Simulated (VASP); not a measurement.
# ZnO (P6_3mc) in VASP: further runs, part 2 of 2

VASP 6.6.1.

### 3 Single point, r2SCAN

This run uses another cell than the first one, of the same volume but with other edges.

The input, POSCAR:

```
ZnO
1.0
    3.0578012714      0.0000000000      0.0000000000
   -1.5289006357      2.6481335808      0.0000000000
    0.0000000000      0.0000000000      5.8763559445
Zn O
2 2
Direct
    0.3333333333      0.6666666667      0.0000000000
    0.6666666667      0.3333333333      0.5000000000
    0.3333333333      0.6666666667      0.3821000000
    0.6666666667      0.3333333333      0.8821000000
```

The input, INCAR.step1:

```
SYSTEM = ZnO
  ALGO = Normal
  EDIFF = 1E-4
  ENCUT = 520
  GGA = PE
  ISMEAR = 0
  LASPH = .True.
  LCHARG = .False.
  LREAL = .False.
  LWAVE = .True.
  NBANDS = 26
  NELM = 80
  PREC = Accurate
  SIGMA = 0.05
```

The input, INCAR.step2:

```
SYSTEM = ZnO
  ALGO = Normal
  EDIFF = 1E-6
  ENCUT = 520
  ISIF = 2
  ISMEAR = 0
  ISTART = 1
  LASPH = .True.
  LCHARG = .False.
  LMIXTAU = .True.
  LREAL = .False.
  LWAVE = .False.
  METAGGA = R2SCAN
  NBANDS = 26
  NELM = 80
  PREC = Accurate
  SIGMA = 0.05
```

The input, KPOINTS:

```
k-points
0
Gamma
  12 12 6
  0 0 0
```

Potentials or basis: VASP PAW PBE potentials, release 64 (Zn, O).

The run is started by

```
cat potpaw_PBE.64/Zn/POTCAR potpaw_PBE.64/O/POTCAR > POTCAR
cp INCAR.step1 INCAR
mpirun -np 1 vasp_std > vasp.out
cp INCAR.step2 INCAR
mpirun -np 1 vasp_std > vasp.out
```

OUTCAR:

```text
SYSTEM = ZnO
   EDIFF = 1E-6
   ENCUT = 520
   ISIF = 2
   ISMEAR = 0
   ISTART = 1
   LASPH = .True.
   LREAL = .False.
   METAGGA = R2SCAN
   NELM = 80
   PREC = Accurate

 ion  position               nearest neighbor table
   1  0.333  0.667  0.000-   4 1.90   4 1.90   4 1.90   3 2.25
   2  0.667  0.333  0.500-   3 1.90   3 1.90   3 1.90   4 2.25
   3  0.333  0.667  0.382-   2 1.90   2 1.90   2 1.90   1 2.25
   4  0.667  0.333  0.882-   1 1.90   1 1.90   1 1.90   2 2.25

  LATTYP: Found a hexagonal cell.
 ALAT       =     3.0578012714
 C/A-ratio  =     1.9217586177

  Lattice vectors:

 A1 = (   3.0578012714,   0.0000000000,   0.0000000000)
 A2 = (  -1.5289006357,   2.6481335808,   0.0000000000)
 A3 = (   0.0000000000,   0.0000000000,   5.8763559445)

Analysis of symmetry for initial positions (statically):
=====================================================================
 Subroutine PRICEL returns:
 Original cell was already a primitive cell.

 Routine SETGRP: Setting up the symmetry group for a
 hexagonal supercell.

 Subroutine GETGRP returns: Found 12 space group operations
 (whereof  6 operations were pure point group operations)
 out of a pool of 24 trial point group operations.

The static configuration has the point symmetry C_3v.
 The point group associated with its full space group is C_6v.

Analysis of symmetry for dynamics (positions and initial velocities):
=====================================================================
 Subroutine PRICEL returns:
 Original cell was already a primitive cell.

 Routine SETGRP: Setting up the symmetry group for a
 hexagonal supercell.

 Subroutine GETGRP returns: Found 12 space group operations
 (whereof  6 operations were pure point group operations)
[... 123 lines left out ...]
   EFERMI_NEDOS =   21; number of points for ismear=-14 and -15
   IALGO  =     38    algorithm
   IMIX   =      4    mixing-type and parameters
     AMIX     =   0.40;   BMIX     =  1.00
     AMIX_MAG =   1.60;   BMIX_MAG =  1.00
  volume/ion in A,a.u.               =      11.90        80.28
  Fermi-wavevector in a.u.,A,eV,Ry     =   1.491729  2.818959 30.276436  2.225255
  Thomas-Fermi vector in A             =   2.604347
   LORBIT       =      0    0 simple, 1 ext, 2 COOP (PROOUT), +10 PAW based schemes
   METAGGA = R2SCAN    functional components
   LHFCALC =     F    Hartree Fock is set to
   AEXX    =    0.0000 exact exchange contribution
   IVDW    =     0    specifies the selected vdW correction
   LEPSILON=     F    determine dielectric tensor
   LRPA    =     F    only Hartree local field effects (RPA)
 non-spin polarized calculation
 Gauss-broadening in eV      SIGMA  =   0.05
  energy-cutoff  :      520.00
  volume of cell :       47.58
 maximum number of plane-waves:      1292
 NGX is ok and might be reduce to    24

 number of electron      36.0000036 magnetization

 Free energy of the ion-electron system (eV)
  ---------------------------------------------------
  ext. energy  EPLUGINS =         0.00000000
  ---------------------------------------------------
  free energy    TOTEN  =       -35.65008117 eV

  energy without entropy =      -35.65008117  energy(sigma->0) =      -35.65008117

 E-fermi :   1.3816     XC(G=0): -11.6465

 val. band max:        1.1063888805   @ k =   0.0000   0.0000   0.0000
 cond. band min:       1.8403386724   @ k =   0.0000   0.0000   0.0000
 fundamental gap:      0.7339497919
 Fermi energy:         1.3815555008

 k-point     1 :       0.0000    0.0000    0.0000
  band No.  band energies     occupation
      1     -18.3521      2.00000
      2     -17.9269      2.00000
      3      -5.2558      2.00000
      4      -5.1688      2.00000
      5      -5.1687      2.00000
      6      -5.0596      2.00000
[... 685 lines left out ...]
     25      15.9624      0.00000
     26      16.0000      0.00000

 [... further k-points ...]

------------------------ aborting loop because EDIFF is reached ----------------------------------------

  FORCE on cell =-STRESS in cart. coord.  units (eV):
  Direction    XX          YY          ZZ          XY          YZ          ZX
  --------------------------------------------------------------------------------------
  -------------------------------------------------------------------------------------
  Total        5.4747592      5.4747592     -4.9166111      0.0000000      0.0000000      0.0000000
  in kB      184.3394820    184.3394820   -165.5461937      0.0000000      0.0000000      0.0000000
  external PRESSURE =      67.7109235 kB  Pullay stress =       0.0000000 kB

 VOLUME and BASIS-vectors are now :
 -----------------------------------------------------------------------------
  energy-cutoff  :      520.00
  volume of cell :       47.58
      direct lattice vectors                 reciprocal lattice vectors
     3.057801271  0.000000000  0.000000000     0.327032371  0.188812227  0.000000000
    -1.528900636  2.648133581  0.000000000     0.000000000  0.377624455  0.000000000
     0.000000000  0.000000000  5.876355945     0.000000000  0.000000000  0.170173490

 POSITION                                       TOTAL-FORCE (eV/Angst)
 -----------------------------------------------------------------------------------
     -0.00000      1.76542      0.00000        -0.000000     -0.000000      0.893918
      1.52890      0.88271      2.93818         0.000000      0.000000      0.893918
     -0.00000      1.76542      2.24536        -0.000000     -0.000000     -0.893918
      1.52890      0.88271      5.18353        -0.000000     -0.000000     -0.893918
 -----------------------------------------------------------------------------------
    total drift:                               -0.000000     -0.000000     -0.031046

  FREE ENERGIE OF THE ION-ELECTRON SYSTEM (eV)
  ---------------------------------------------------
  free  energy   TOTEN  =       -35.6500811669 eV

  energy  without entropy=      -35.6500811669  energy(sigma->0) =      -35.65008117
```

OUTCAR.step1:

```text
SYSTEM = ZnO
   EDIFF = 1E-4
   ENCUT = 520
   GGA = PE
   ISMEAR = 0
   LASPH = .True.
   LREAL = .False.
   NELM = 80
[... 926 lines left out ...]
      1.52890      0.88271      2.93818         0.000000     -0.000000      1.013214
     -0.00000      1.76542      2.24536        -0.000000      0.000000     -1.013214
      1.52890      0.88271      5.18353        -0.000000     -0.000000     -1.013214
 -----------------------------------------------------------------------------------
    total drift:                               -0.000001     -0.000001     -0.003401

  FREE ENERGIE OF THE ION-ELECTRON SYSTEM (eV)
  ---------------------------------------------------
  free  energy   TOTEN  =       -17.1558538392 eV

  energy  without entropy=      -17.1558538383  energy(sigma->0) =      -17.15585384
```

Run time: 99 s. Hardware: 1 thread of Intel Xeon 6975P-C (Granite Rapids), shared host; peak memory 0.22 GiB.

What came out:

| Property | Result |
| --- | --- |
| Free energy | -35.6501 eV |
| Pressure | 6.8 GPa |
| Largest force | 0.894 eV/Å |
| Band gap on the k mesh | 0.73 eV, direct |

Forces in eV/Å, atoms in the order of the input:
```
Zn   0.000  0.000  0.894
Zn   0.000  0.000  0.894
O    0.000  0.000 -0.894
O    0.000  0.000 -0.894
```

Stress tensor (GPa, compression positive):
```
 18.43   0.00   0.00
  0.00  18.43   0.00
  0.00   0.00 -16.55
```

Caveat: the PAW data sets were made with another functional, which shifts forces and pressure a little.

### 4 Single point, r2SCAN

This run uses another cell than the first one, of the same volume but with other edges.

The input, POSCAR:

```
ZnO
1.0
    3.3409788765      0.0000000000      0.0000000000
   -1.6704894382      2.8933725805      0.0000000000
    0.0000000000      0.0000000000      4.9224254597
Zn O
2 2
Direct
    0.3333333333      0.6666666667      0.0000000000
    0.6666666667      0.3333333333      0.5000000000
    0.3333333333      0.6666666667      0.3821000000
    0.6666666667      0.3333333333      0.8821000000
```

The input, INCAR.step1:

```
SYSTEM = ZnO
PREC     = Accurate       ! precision mode
ENCUT    = 520            ! plane-wave cutoff, eV
ISMEAR   = 0              ! smearing method
SIGMA    = 0.05           ! smearing width, eV
LREAL    = .False.        ! projectors in reciprocal space
LASPH    = .True.         ! aspherical terms in the spheres
NELM     = 80             ! most SCF steps
NBANDS   = 26             ! bands
GGA      = PE             ! functional
ALGO     = Normal         ! electronic algorithm
EDIFF    = 1E-4           ! SCF threshold, eV
LWAVE    = .True.         ! write WAVECAR
LCHARG   = .False.        ! write CHGCAR
```

The input, INCAR.step2:

```
SYSTEM = ZnO
PREC     = Accurate       ! precision mode
ENCUT    = 520            ! plane-wave cutoff, eV
EDIFF    = 1E-6           ! SCF threshold, eV
ISMEAR   = 0              ! smearing method
SIGMA    = 0.05           ! smearing width, eV
LREAL    = .False.        ! projectors in reciprocal space
LASPH    = .True.         ! aspherical terms in the spheres
NELM     = 80             ! most SCF steps
ALGO     = Normal         ! electronic algorithm
ISIF     = 2              ! what is computed and relaxed
LWAVE    = .False.        ! write WAVECAR
LCHARG   = .True.         ! write CHGCAR
METAGGA  = R2SCAN         ! meta-GGA
LMIXTAU  = .True.       
LELF     = .True.         ! ELF
LVHAR    = .True.       
NBANDS   = 26             ! bands
ISTART   = 1
```

The input, KPOINTS:

```
regular mesh
0
Gamma
  12 12 6
  0 0 0
```

The run is started by

```
cat potpaw_PBE.64/Zn/POTCAR potpaw_PBE.64/O/POTCAR > POTCAR
cp INCAR.step1 INCAR
mpirun -np 1 vasp_std > vasp.out
cp INCAR.step2 INCAR
mpirun -np 1 vasp_std > vasp.out
```

Wall time 2.6 min (1 thread of Intel Xeon 6975P-C (Granite Rapids), shared host); peak memory 0.22 GiB.

It converged, with:

```yaml
Free_energy: -36.1429 eV
Pressure: 1.3 GPa
Largest_force: 0.998 eV/Å
Band_gap_on_the_k_mesh: 1.25 eV, direct
```

Forces on the atoms (eV/Å):
```
Zn   0.000  0.000 -0.998
Zn   0.000  0.000 -0.998
O    0.000  0.000  0.998
O    0.000  0.000  0.998
```

Stress tensor (GPa, compression positive):
```
-5.79  0.00  0.00
 0.00 -5.79  0.00
 0.00  0.00 15.61
```

Levels at points of the mesh, in eV from the valence-band top:
| k point | band 14 | band 15 | band 16 | band 17 | band 18 | band 19 | band 20 | band 21 | band 22 | band 23 |
| --- | --- | --- | --- | --- | --- | --- | --- | --- | --- | --- |
| (0.00, 0.00, 0.00) | -1.08 | -1.08 | -0.06 | -0.06 | 0.00 | 1.25 | 5.58 | 9.67 | 12.91 | 12.91 |
| (0.50, 0.00, 0.00) | -3.40 | -2.81 | -2.60 | -1.21 | -0.79 | 6.27 | 7.16 | 8.70 | 8.75 | 12.29 |
| (0.00, 0.00, 0.50) | -2.02 | -0.55 | -0.55 | -0.55 | -0.55 | 4.04 | 4.04 | 11.55 | 11.55 | 13.18 |
| (0.50, 0.00, 0.50) | -3.66 | -1.61 | -1.61 | -1.09 | -1.09 | 6.34 | 6.34 | 8.98 | 8.98 | 12.36 |

Caveat: the PAW data sets were made with another functional, which shifts forces and pressure a little.

### 5 Single point, r2SCAN

This run uses another cell than the first one, of the same volume but with other edges.

The input, POSCAR:

```
ZnO
1.0
    3.1477877712      0.0000000000      0.0000000000
   -1.5738938856      2.7260641756      0.0000000000
    0.0000000000      0.0000000000      5.5451809197
Zn O
2 2
Direct
    0.3333333333      0.6666666667      0.0000000000
    0.6666666667      0.3333333333      0.5000000000
    0.3333333333      0.6666666667      0.3821000000
    0.6666666667      0.3333333333      0.8821000000
```

The input, INCAR.step1:

```
SYSTEM = ZnO
ALGO = Normal
EDIFF = 1E-4
ENCUT = 520
GGA = PE
ISMEAR = 0
LASPH = .True.
LCHARG = .False.
LREAL = .False.
LWAVE = .True.
NBANDS = 26
NELM = 100
PREC = Accurate
SIGMA = 0.05
```

The input, INCAR.step2:

```
SYSTEM = ZnO
ALGO = Normal
EDIFF = 1E-6
ENCUT = 520
ISIF = 2
ISMEAR = 0
ISTART = 1
LASPH = .True.
LCHARG = .False.
LMIXTAU = .True.
LREAL = .False.
LWAVE = .False.
METAGGA = R2SCAN
NBANDS = 26
NELM = 100
PREC = Accurate
SIGMA = 0.05
```

The input, KPOINTS:

```
k-points
0
Gamma
  12 12 6
  0 0 0
```

The run is started by

```
cat potpaw_PBE.64/Zn/POTCAR potpaw_PBE.64/O/POTCAR > POTCAR
cp INCAR.step1 INCAR
mpirun -np 1 vasp_std > vasp.out
cp INCAR.step2 INCAR
mpirun -np 1 vasp_std > vasp.out
```

It took 96 s on 1 thread of Intel Xeon 6975P-C (Granite Rapids), shared host; peak memory 0.22 GiB.

Results (log left out):

```yaml
Free_energy: -36.1260 eV
Pressure: 2.0 GPa
Largest_force: 0.622 eV/Å
Band_gap_on_the_k_mesh: 1.04 eV, direct
```

Forces in eV/Å, atoms in the order of the input:
```
Zn   0.000  0.000  0.622
Zn   0.000  0.000  0.622
O    0.000  0.000 -0.622
O    0.000  0.000 -0.622
```

Stress tensor (GPa, compression positive):
```
  8.62   0.00   0.00
  0.00   8.62   0.00
  0.00   0.00 -11.18
```

Levels at points of the mesh, in eV from the valence-band top:
```
           k point  band 15  band 16  band 17  band 18  band 19  band 20  band 21  band 22
(0.00, 0.00, 0.00)    -0.59    -0.39     0.00     0.00     1.04     5.99     7.92    13.18
(0.50, 0.00, 0.00)    -2.87    -2.10    -1.47    -1.02     6.35     7.36     7.43     9.52
(0.00, 0.00, 0.50)    -0.29    -0.29    -0.29    -0.29     3.70     3.70    10.08    10.08
(0.50, 0.00, 0.50)    -1.72    -1.72    -1.54    -1.54     5.99     5.99     9.08     9.08
```

Caveat: the PAW data sets were made with another functional, which shifts forces and pressure a little.

### 6 Single point, r2SCAN

This run uses another cell than the first one, of the same volume but with other edges.

The input, POSCAR:

```
ZnO
1.0
    3.2939165671      0.0000000000      0.0000000000
   -1.6469582835      2.8526154251      0.0000000000
    0.0000000000      0.0000000000      5.0640900391
Zn O
2 2
Direct
    0.3333333333      0.6666666667      0.0000000000
    0.6666666667      0.3333333333      0.5000000000
    0.3333333333      0.6666666667      0.3821000000
    0.6666666667      0.3333333333      0.8821000000
```

The input, INCAR.step1:

```
SYSTEM = ZnO
PREC     = Accurate       ! precision mode
ENCUT    = 520            ! plane-wave cutoff, eV
ISMEAR   = 0              ! smearing method
SIGMA    = 0.05           ! smearing width, eV
LREAL    = .FALSE.        ! projectors in reciprocal space
LASPH    = .TRUE.         ! aspherical terms in the spheres
NELM     = 60             ! most SCF steps
NBANDS   = 26             ! bands
GGA      = PE             ! functional
ALGO     = Normal         ! electronic algorithm
EDIFF    = 1E-4           ! SCF threshold, eV
LWAVE    = .TRUE.         ! write WAVECAR
LCHARG   = .FALSE.        ! write CHGCAR
```

The input, INCAR.step2:

```
SYSTEM = ZnO
PREC     = Accurate       ! precision mode
ENCUT    = 520            ! plane-wave cutoff, eV
EDIFF    = 1E-7           ! SCF threshold, eV
ISMEAR   = 0              ! smearing method
SIGMA    = 0.05           ! smearing width, eV
LREAL    = .FALSE.        ! projectors in reciprocal space
LASPH    = .TRUE.         ! aspherical terms in the spheres
NELM     = 60             ! most SCF steps
ALGO     = Normal         ! electronic algorithm
ISIF     = 2              ! what is computed and relaxed
LWAVE    = .FALSE.        ! write WAVECAR
LCHARG   = .FALSE.        ! write CHGCAR
METAGGA  = R2SCAN         ! meta-GGA
LMIXTAU  = .TRUE.       
NBANDS   = 26             ! bands
ISTART   = 1
```

The input, KPOINTS:

```
regular mesh
0
G
  12 12 6
  0 0 0
```

Potentials or basis: VASP PAW PBE potentials, release 64 (Zn, O).

The run is started by

```
cat potpaw_PBE.64/Zn/POTCAR potpaw_PBE.64/O/POTCAR > POTCAR
cp INCAR.step1 INCAR
mpirun -np 1 vasp_std > vasp.out
cp INCAR.step2 INCAR
mpirun -np 1 vasp_std > vasp.out
```

It took 92 s on 1 thread of Intel Xeon 6975P-C (Granite Rapids), shared host; peak memory 0.22 GiB.

Results (log left out):

```yaml
Free_energy: -36.2745 eV
Pressure: 0.2 GPa
Largest_force: 0.398 eV/Å
Band_gap_on_the_k_mesh: 1.28 eV, direct
```

Forces on the atoms (eV/Å):
```
Zn   0.000  0.000 -0.398
Zn   0.000  0.000 -0.398
O    0.000  0.000  0.398
O    0.000  0.000  0.398
```

Stress tensor (GPa, compression positive):
```
-3.27  0.00  0.00
 0.00 -3.27  0.00
 0.00  0.00  7.03
```

Levels at points of the mesh, in eV from the valence-band top:
| k point | band 15 | band 16 | band 17 | band 18 | band 19 | band 20 | band 21 | band 22 |
| --- | --- | --- | --- | --- | --- | --- | --- | --- |
| (0.00, 0.00, 0.00) | -0.90 | -0.01 | 0.00 | 0.00 | 1.28 | 5.73 | 9.28 | 13.30 |
| (0.50, 0.00, 0.00) | -2.80 | -2.42 | -1.21 | -0.81 | 6.38 | 7.29 | 8.44 | 9.03 |
| (0.00, 0.00, 0.50) | -0.44 | -0.44 | -0.44 | -0.44 | 4.01 | 4.01 | 11.19 | 11.19 |
| (0.50, 0.00, 0.50) | -1.55 | -1.55 | -1.21 | -1.21 | 6.33 | 6.33 | 9.10 | 9.10 |

Caveat: the PAW data sets were made with another functional, which shifts forces and pressure a little.

### 7 Summary

```tsv
cell	gap on the mesh (eV)	pressure (GPa)	largest force (eV/Å)
a = 3.430, b = 3.430, c = 4.669 Å, angles 90.0, 90.0, 120.0°, 4 atoms	1.22	6.0	2.67
a = 3.058, b = 3.058, c = 5.876 Å, angles 90.0, 90.0, 120.0°, 4 atoms	0.73	6.8	0.89
a = 3.341, b = 3.341, c = 4.922 Å, angles 90.0, 90.0, 120.0°, 4 atoms	1.25	1.3	1.00
a = 3.148, b = 3.148, c = 5.545 Å, angles 90.0, 90.0, 120.0°, 4 atoms	1.04	2.0	0.62
a = 3.294, b = 3.294, c = 5.064 Å, angles 90.0, 90.0, 120.0°, 4 atoms	1.28	0.2	0.40
```

Alike in all rows: task single point; level r2SCAN; potentials or basis VASP PAW PBE potentials, release 64 (Zn, O); no spin polarisation; k mesh 12 × 12 × 6; cutoff (eV) 520; smearing gaussian 0.05 eV.

Caveats: the PAW data sets were made with another functional, which shifts forces and pressure a little.

Absolute energies hang on the potentials; compare differences alone.
